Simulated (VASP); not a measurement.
# PPb2 (P4/nmm) in VASP: single point with PBE

Aim: the single point of PPb2 with PBE.

Program: VASP 6.6.1. These are calculated values, not measurements. Logs are shortened: lines on timing, memory, paths and dates and some standing lists are left out, and cuts for length are marked.

### Step 1. The cell of the first run

It takes space group P4/nmm (No. 129, tetragonal). The conventional cell has a = 4.512 Å, b = 4.512 Å, c = 8.163 Å, α = 90.00°, β = 90.00°, γ = 90.00°. Within 3.8 Å of P (site symmetry 4mm) lie 9 Pb at 2.86 to 3.26 Å. Within 4.2 Å of Pb (site symmetry -4m2) lie 8 Pb at 3.19 to 3.73 Å and 4 P at 3.24 Å. Within 3.9 Å of Pb (site symmetry 4mm) lie 5 P at 2.86 to 3.26 Å and 8 Pb at 3.73 to 3.88 Å.

The cell was built from a structure type or drawn by symmetry, and may not be a known phase.

### Step 2. Single point, PBE

INCAR

```
SYSTEM = PPb2
ALGO = Normal
EDIFF = 1E-6
ENCUT = 520
GGA = PE
ISIF = 2
ISMEAR = 0
LASPH = .TRUE.
LCHARG = .FALSE.
LREAL = .FALSE.
LWAVE = .FALSE.
NBANDS = 42
NELM = 60
PREC = Accurate
SIGMA = 0.1
```

KPOINTS

```
k-points
0
G
  8 8 6
  0 0 0
```

POSCAR

```
PPb2
1.0
    4.5115111582      0.0000000000      0.0000000000
    0.0000000000      4.5115111582      0.0000000000
    0.0000000000      0.0000000000      8.1628678072
P Pb
2 4
Direct
    0.0000000000      0.5000000000      0.7154361707
    0.5000000000      0.0000000000      0.2845638293
    0.0000000000      0.0000000000      0.0000000000
    0.5000000000      0.5000000000      0.0000000000
    0.0000000000      0.5000000000      0.3645888085
    0.5000000000      0.0000000000      0.6354111915
```

Potentials or basis: VASP PAW PBE potentials, release 64 (P, Pb_d).

On the command line:

```console
$ cat potpaw_PBE.64/P/POTCAR potpaw_PBE.64/Pb_d/POTCAR > POTCAR
$ mpirun -np 1 vasp_std > vasp.out
```

OUTCAR:

```text
SYSTEM = PPb2
   EDIFF = 1E-6
   ENCUT = 520
   GGA = PE
   ISIF = 2
   ISMEAR = 0
   LASPH = .TRUE.
   LREAL = .FALSE.
   NELM = 60
   PREC = Accurate

 ion  position               nearest neighbor table
   1  0.000  0.500  0.715-   5 2.86   4 3.24   3 3.24   3 3.24   4 3.24   6 3.26   6 3.26   6 3.26
                             6 3.26
   2  0.500  0.000  0.285-   6 2.86   4 3.24   3 3.24   4 3.24   3 3.24   5 3.26   5 3.26   5 3.26
                             5 3.26
   3  0.000  0.000  0.000-   4 3.19   4 3.19   4 3.19   4 3.19   2 3.24   2 3.24   1 3.24   1 3.24
                             5 3.73   6 3.73   6 3.73   5 3.73
   4  0.500  0.500  0.000-   3 3.19   3 3.19   3 3.19   3 3.19   2 3.24   1 3.24   1 3.24   2 3.24
                             5 3.73   6 3.73   5 3.73   6 3.73
   5  0.000  0.500  0.365-   1 2.86   2 3.26   2 3.26   2 3.26   2 3.26   3 3.73   4 3.73   4 3.73
                             3 3.73   6 3.88   6 3.88   6 3.88   6 3.88
   6  0.500  0.000  0.635-   2 2.86   1 3.26   1 3.26   1 3.26   1 3.26   4 3.73   4 3.73   3 3.73
                             3 3.73   5 3.88   5 3.88   5 3.88   5 3.88

  LATTYP: Found a simple tetragonal cell.
 ALAT       =     4.5115111582
 C/A-ratio  =     1.8093422627

  Lattice vectors:

 A1 = (   4.5115111582,   0.0000000000,   0.0000000000)
 A2 = (   0.0000000000,   4.5115111582,   0.0000000000)
 A3 = (   0.0000000000,   0.0000000000,   8.1628678072)

Analysis of symmetry for initial positions (statically):
=====================================================================
 Subroutine PRICEL returns:
 Original cell was already a primitive cell.

 Routine SETGRP: Setting up the symmetry group for a
 simple tetragonal supercell.

 Subroutine GETGRP returns: Found 16 space group operations
 (whereof  8 operations were pure point group operations)
 out of a pool of 16 trial point group operations.

The static configuration has the point symmetry D_2d.
 The point group associated with its full space group is D_4h.

Analysis of symmetry for dynamics (positions and initial velocities):
=====================================================================
 Subroutine PRICEL returns:
 Original cell was already a primitive cell.

 Routine SETGRP: Setting up the symmetry group for a
 simple tetragonal supercell.

 Subroutine GETGRP returns: Found 16 space group operations
 (whereof  8 operations were pure point group operations)
 out of a pool of 16 trial point group operations.

The dynamic configuration has the point symmetry D_2d.
 The point group associated with its full space group is D_4h.

 Subroutine INISYM returns: Found 16 space group operations
 (whereof  8 operations are pure point group operations),
 and found     1 'primitive' translations

----------------------------------------------------------------------------------------

                                     Primitive cell

  volume of cell :     166.1448

  direct lattice vectors                    reciprocal lattice vectors
     4.511511158  0.000000000  0.000000000     0.221655220  0.000000000  0.000000000
     0.000000000  4.511511158  0.000000000     0.000000000  0.221655220  0.000000000
     0.000000000  0.000000000  8.162867807     0.000000000  0.000000000  0.122505965

  length of vectors
     4.511511158  4.511511158  8.162867807     0.221655220  0.221655220  0.122505965

  position of ions in fractional coordinates (direct lattice)
     0.000000000  0.500000000  0.715436171
     0.500000000  0.000000000  0.284563829
     0.000000000  0.000000000  0.000000000
     0.500000000  0.500000000  0.000000000
     0.000000000  0.500000000  0.364588809
     0.500000000  0.000000000  0.635411191

  ion indices of the primitive-cell ions
   primitive index   ion index
                 1           1
                 2           2
                 3           3
                 4           4
                 5           5
                 6           6

----------------------------------------------------------------------------------------

 KPOINTS: k-points

Automatic generation of k-mesh.
 Grid dimensions read from file:
 generate k-points for:    8    8    6

 Generating k-lattice:

  Cartesian coordinates                     Fractional coordinates (reciprocal lattice)
     0.027706903  0.000000000  0.000000000     0.125000000  0.000000000  0.000000000
     0.000000000  0.027706903  0.000000000     0.000000000  0.125000000  0.000000000
     0.000000000  0.000000000  0.020417661     0.000000000  0.000000000  0.166666667

  Length of vectors
     0.027706903  0.027706903  0.020417661

  Shift w.r.t. Gamma in fractional coordinates (k-lattice)
     0.000000000  0.000000000  0.000000000

 Subroutine IBZKPT returns following result:
 ===========================================

 Found     60 irreducible k-points:

 Following reciprocal coordinates:
            Coordinates               Weight
  0.000000  0.000000  0.000000      1.000000
  0.125000  0.000000  0.000000      4.000000
  0.250000  0.000000  0.000000      4.000000
  0.375000  0.000000  0.000000      4.000000
  0.500000  0.000000  0.000000      2.000000
  0.125000  0.125000  0.000000      4.000000
[... 16 lines left out ...]
  0.375000  0.125000  0.166667     16.000000
  0.500000  0.125000  0.166667      8.000000
 [... further k-points ...]
   k-points           NKPTS =     60   k-points in BZ     NKDIM =     60   number of bands    NBANDS=     42
   number of dos      NEDOS =    301   number of ions     NIONS =      6
   total plane-waves  NPLWV =  82944
   dimension x,y,z NGX =    36 NGY =   36 NGZ =   64
   dimension x,y,z NGXF=    72 NGYF=   72 NGZF=  128
   ions per type =               2   4
   NGX,Y,Z   is equivalent  to a cutoff of  13.27, 13.27, 13.03 a.u.
   NGXF,Y,Z  is equivalent  to a cutoff of  26.53, 26.53, 26.07 a.u.
 SYSTEM =  PPb2
   PREC   = accura    normal or accurate (medium, high low for compatibility)
   ISTART =      0    job   : 0-new  1-cont  2-samecut
   ICHARG =      2    charge: 1-file 2-atom 10-const
   ISPIN  =      1    spin polarized calculation?
   LNONCOLLINEAR =      F non collinear calculations
   LSORBIT =      F    spin-orbit coupling
   LASPH  =      T    aspherical Exc in radial PAW
   ENCUT  =  520.0 eV  38.22 Ry    6.18 a.u.   8.39  8.39 15.18*2*pi/ulx,y,z
   NELM   =     60;   NELMIN=  2; NELMDL= -5     # of ELM steps
   EDIFF  = 0.1E-05   stopping-criterion for ELM
   LREAL  =      F    real-space projection
   EDIFFG = 0.1E-04   stopping-criterion for IOM
   NSW    =      0    number of steps for IOM
   IBRION =     -1    ionic relax: 0-MD 1-quasi-New 2-CG
   NFREE  =      0    steps in history (QN), initial steepest desc. (CG)
   ISIF   =      2    stress and relaxation
   ISYM   =      2    0-nonsym 1-usesym 2-fastsym
   POTIM  = 0.5000    time-step for ionic-motion
   TEBEG  =    0.0;   TEEND  =   0.0 temperature during run
   PSTRESS=    0.0 pullay stress
   NELECT =      66.0000    total number of electrons
   NUPDOWN=      -1.0000    fix difference up-down
   EMIN   =  10.00;   EMAX   =-10.00  energy-range for DOS
   EFERMI =   0.00;   METHOD = LEGACY
   ISMEAR =     0;   SIGMA  =   0.10  broadening in eV -4-tet -1-fermi 0-gaus
   EFERMI_NEDOS =   21; number of points for ismear=-14 and -15
   IALGO  =     38    algorithm
   IMIX   =      4    mixing-type and parameters
     AMIX     =   0.40;   BMIX     =  1.00
     AMIX_MAG =   1.60;   BMIX_MAG =  1.00
  volume/ion in A,a.u.               =      27.69       186.87
  Fermi-wavevector in a.u.,A,eV,Ry     =   1.203448  2.274186 19.705130  1.448286
  Thomas-Fermi vector in A             =   2.339201
   LORBIT       =      0    0 simple, 1 ext, 2 COOP (PROOUT), +10 PAW based schemes
   GGA     = PE    functional components
   LHFCALC =     F    Hartree Fock is set to
   AEXX    =    0.0000 exact exchange contribution
   IVDW    =     0    specifies the selected vdW correction
   LEPSILON=     F    determine dielectric tensor
   LRPA    =     F    only Hartree local field effects (RPA)
 non-spin polarized calculation
 Gauss-broadening in eV      SIGMA  =   0.10
  energy-cutoff  :      520.00
  volume of cell :      166.14
 maximum number of plane-waves:      4507
 NGX is ok and might be reduce to    36
   NGX = 17   NGY = 17   NGZ = 31

 number of electron      66.0000009 magnetization

 Free energy of the ion-electron system (eV)
  ---------------------------------------------------
  ext. energy  EPLUGINS =         0.00000000
  ---------------------------------------------------
  free energy    TOTEN  =       -23.78678016 eV

  energy without entropy =      -23.76897689  energy(sigma->0) =      -23.77787853

 E-fermi :   6.5193     XC(G=0):  -9.9381

 val. band max:        6.5079885977   @ k =   0.0000   0.0000   0.0000
 cond. band min:       6.5519951904   @ k =   0.3750   0.3750   0.1667
 fundamental gap:      0.0440065927
 Fermi energy:         6.5192853589

 k-point     1 :       0.0000    0.0000    0.0000
  band No.  band energies     occupation
      1     -11.0666      2.00000
      2     -10.8586      2.00000
      3     -10.8059      2.00000
      4     -10.7148      2.00000
      5     -10.7148      2.00000
      6     -10.5279      2.00000
[... 34 lines left out ...]
     41      10.2195      0.00000
     42      10.4385      0.00000

 k-point     2 :       0.1250    0.0000    0.0000
  band No.  band energies     occupation
      1     -11.0386      2.00000
      2     -10.8401      2.00000
      3     -10.7913      2.00000
      4     -10.7092      2.00000
      5     -10.7078      2.00000
      6     -10.5360      2.00000
[... 34 lines left out ...]
     41       9.8839      0.00000
     42      11.0307      0.00000

 k-point     3 :       0.2500    0.0000    0.0000
  band No.  band energies     occupation
      1     -10.9576      2.00000
      2     -10.7882      2.00000
      3     -10.7513      2.00000
      4     -10.6925      2.00000
      5     -10.6881      2.00000
      6     -10.5580      2.00000
[... 897 lines left out ...]
      4     -10.6519      2.00000
      5     -10.6373      2.00000
      6     -10.6339      2.00000
[... 34 lines left out ...]
     41       9.6160      0.00000
     42      10.4627      0.00000

 k-point    24 :       0.5000    0.1250    0.1667
  band No.  band energies     occupation
      1     -10.7461      2.00000
      2     -10.7461      2.00000
      3     -10.6746      2.00000
      4     -10.6746      2.00000
      5     -10.6245      2.00000
      6     -10.6245      2.00000
[... 34 lines left out ...]
     41      10.3683      0.00000
     42      10.3683      0.00000

 [... further k-points ...]

------------------------ aborting loop because EDIFF is reached ----------------------------------------

  FORCE on cell =-STRESS in cart. coord.  units (eV):
  Direction    XX          YY          ZZ          XY          YZ          ZX
  --------------------------------------------------------------------------------------
  -------------------------------------------------------------------------------------
  Total       -0.0916890     -0.0916890     -0.0049393      0.0000000      0.0000000      0.0000000
  in kB       -0.8841803     -0.8841803     -0.0476306      0.0000000      0.0000000      0.0000000
  external PRESSURE =      -0.6053304 kB  Pullay stress =       0.0000000 kB

 VOLUME and BASIS-vectors are now :
 -----------------------------------------------------------------------------
  energy-cutoff  :      520.00
  volume of cell :      166.14
      direct lattice vectors                 reciprocal lattice vectors
     4.511511158  0.000000000  0.000000000     0.221655220  0.000000000  0.000000000
     0.000000000  4.511511158  0.000000000     0.000000000  0.221655220  0.000000000
     0.000000000  0.000000000  8.162867807     0.000000000  0.000000000  0.122505965

 POSITION                                       TOTAL-FORCE (eV/Angst)
 -----------------------------------------------------------------------------------
      0.00000      2.25576      5.84001         0.000000      0.000000     -0.001733
      2.25576      0.00000      2.32286         0.000000     -0.000000      0.001733
      0.00000      0.00000      0.00000         0.000000      0.000000      0.000000
      2.25576      2.25576      0.00000         0.000000     -0.000000      0.000000
      0.00000      2.25576      2.97609         0.000000     -0.000000     -0.009942
      2.25576      0.00000      5.18678         0.000000     -0.000000      0.009942
 -----------------------------------------------------------------------------------
    total drift:                                0.000000      0.000000     -0.000000

  FREE ENERGIE OF THE ION-ELECTRON SYSTEM (eV)
  ---------------------------------------------------
  free  energy   TOTEN  =       -23.7867801594 eV

  energy  without entropy=      -23.7689768911  energy(sigma->0) =      -23.77787853
```

Run time: 3.9 min. Hardware: 1 thread of Intel Xeon Platinum 8375C at 2.90GHz (Ice Lake), shared host; peak memory 0.47 GiB.

Results:

```yaml
Free_energy: -23.7868 eV
Pressure: -0.1 GPa
Largest_force: 0.010 eV/Å
Band_gap_on_the_k_mesh: zero (bands 33 and 34 overlap by 2.13 eV)
```

Forces in eV/Å, atoms in the order of the input:
```
P    0.000  0.000 -0.002
P    0.000  0.000  0.002
Pb   0.000  0.000  0.000
Pb   0.000  0.000  0.000
Pb   0.000  0.000 -0.010
Pb   0.000  0.000  0.010
```

Stress tensor (GPa, compression positive):
```
-0.09  0.00  0.00
 0.00 -0.09  0.00
 0.00  0.00  0.00
```

Caveat: spin-orbit coupling is left out, which moves the levels of the heavy elements.
